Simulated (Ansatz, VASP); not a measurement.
# Mn in VASP and in Ansatz

```xyz
2
Lattice="3.2220 0.0000 0.0000 0.0000 3.2220 0.0000 0.0000 0.0000 3.2220" Properties=species:S:1:pos:R:3 pbc="T T T"
Mn    0.0000    0.0000    0.0000
Mn    1.6110    1.6110    1.6110
```

Alike in both runs: task single point; functional r2SCAN; k mesh 11 × 11 × 11; occupations fermi-dirac, width 0.05 eV; collinear spin.

|  | VASP | Ansatz |
| --- | --- | --- |
| version | VASP 6.6.1 | Ansatz 0.2.0 |
| potentials or method | VASP PAW PBE potentials, release 64 (Mn_pv), cutoff 520 eV | plane waves (500 eV) with PAW, scalar-relativistic |
| valence electrons in the cell | 26 | 30 |

|  | VASP | Ansatz | Ansatz less VASP |
| --- | --- | --- | --- |
| pressure (GPa) | -7.2 | -7.4 | -0.18 |
| net moment per atom (μB) | 0.00 | 0.00 | 0.000 |
| size of the moment on the site where the two differ most (μB) | 4.03 | 4.07 | +0.040 |

VASP's potentials were made for PBE, not for r2SCAN. Site moments also hang on the region over which each program counts them. VASP's potentials hold 26 valence electrons a cell and Ansatz's 30, so a difference there can come from the potentials and not from the codes. Ansatz's warnings: stability check not made.
